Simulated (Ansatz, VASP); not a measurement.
**Two plane-wave programs on TaRu**

```
Ta Ru
1.0
     3.06914    0.00000    0.00000
     0.00000    3.06914    0.00000
     0.00000    0.00000    3.06914
Ta Ru
1 1
Direct
  0.50000 0.50000 0.50000
  0.00000 0.00000 0.00000
```

Alike in both runs: functional LDA; k mesh 11 × 11 × 11; occupations fermi-dirac, width 0.05 eV; no spin polarisation.

Ansatz relaxed the structure, and its values are those at the end. VASP's run is a single point on that final structure, the one shown.

|  | VASP | Ansatz |
| --- | --- | --- |
| version | VASP 6.6.1 | Ansatz 0.2.0 |
| potentials or method | VASP PAW LDA potentials, release 64 (Ta_sv_GW, Ru_sv) | PAW with Ansatz's default frozen-core files, scalar-relativistic |
| plane-wave cutoff (eV) | 600 | 420 |
| valence electrons in the cell | 29 | 29 |

|  | VASP | Ansatz | Ansatz less VASP |
| --- | --- | --- | --- |
| pressure (GPa) | 15.6 | 15.1 | -0.56 |

LDA's correlation is that of Perdew and Zunger in VASP and of Perdew and Wang (1992) in Ansatz. Ansatz's warnings: stress scf threshold loose.

Neither program's run includes spin-orbit coupling.
